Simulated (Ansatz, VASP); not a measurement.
Two plane-wave programs on Si4O

INCAR

```
SYSTEM = Si4O
PREC = Accurate
ENCUT = 520
EDIFF = 1E-6
ISMEAR = 0
SIGMA = 0.1
LREAL = .FALSE.
LASPH = .TRUE.
NELM = 150
ALGO = Normal
ISIF = 2
LWAVE = .FALSE.
LCHARG = .FALSE.
ISPIN = 2
MAGMOM = 0 0 0 0 1
LORBIT = 11
GGA = PE
NBANDS = 23
```

KPOINTS

```
Automatic mesh
0
G
  4 4 6
  0 0 0
```

POSCAR

```
Si4O
1.0
    5.1306888932      0.0000000000      0.0000000000
    0.0000000000      5.1306888932      0.0000000000
    0.0000000000      0.0000000000      2.5765546871
Si O
4 1
Direct
    0.6824766370      0.8503523971      0.5000000000
    0.3175233630      0.1496476029      0.5000000000
    0.1496476029      0.6824766370      0.5000000000
    0.8503523971      0.3175233630      0.5000000000
    0.5000000000      0.5000000000      0.0000000000
```

Input for Ansatz:

```yaml
crystal:
  lattice:
    - [5.1306888932, 0.0, 0.0]
    - [0.0, 5.1306888932, 0.0]
    - [0.0, 0.0, 2.5765546871]
  atoms:
    - { symbol: Si, position: [0.682476637, 0.8503523971, 0.5] }
    - { symbol: Si, position: [0.317523363, 0.1496476029, 0.5] }
    - { symbol: Si, position: [0.1496476029, 0.682476637, 0.5] }
    - { symbol: Si, position: [0.8503523971, 0.317523363, 0.5] }
    - { symbol: O, position: [0.5, 0.5, 0.0], spin: 1.0 }
basis:
  ecutwfc: 420
kpoints:
  mp_grid: { grid: [4, 4, 6] }
hamiltonian:
  xc: pbe
scf:
  occupations: { method: gaussian, width: 0.1 }
  lower_state_search: "off"
output:
  forces: true
  stress: true
  eigenvalues: true
  populations: true
magnetization:
  spin_polarized: true
```

Alike in both runs: task single point; functional PBE; k mesh 4 × 4 × 6; occupations gaussian, width 0.1 eV; collinear spin.

|  | VASP | Ansatz |
| --- | --- | --- |
| version | VASP 6.6.1 | Ansatz 0.2.0 |
| potentials or method | VASP PAW PBE potentials, release 64 (Si, O), cutoff 520 eV | scalar-relativistic, plane waves, PAW |
| valence electrons in the cell | 22 | 22 |

Ansatz gave:

```
gap on the k mesh at the Fermi level (eV)                     : none
pressure (GPa)                                                : -0.1
traceless stress, the component that is largest in VASP (GPa) : 0.26
rms of the force components (eV/Å)                            : 0.007
net moment per atom (μB)                                      : 0.00
```

Task: What did VASP give for the same quantities?

Result: gap on the k mesh at the Fermi level (eV): none; pressure (GPa): -0.2; traceless stress, the component that is largest in VASP (GPa): 0.25; rms of the force components (eV/Å): 0.005; net moment per atom (μB): 0.00.

Atom by atom the forces differ by 0.003 eV/Å (rms over components). A gap of «none» marks a metal or a gap that the smearing closes. Ansatz's warnings: seeded moment not kept.

The k mesh is coarse, so the values compare programs but aren't converged.
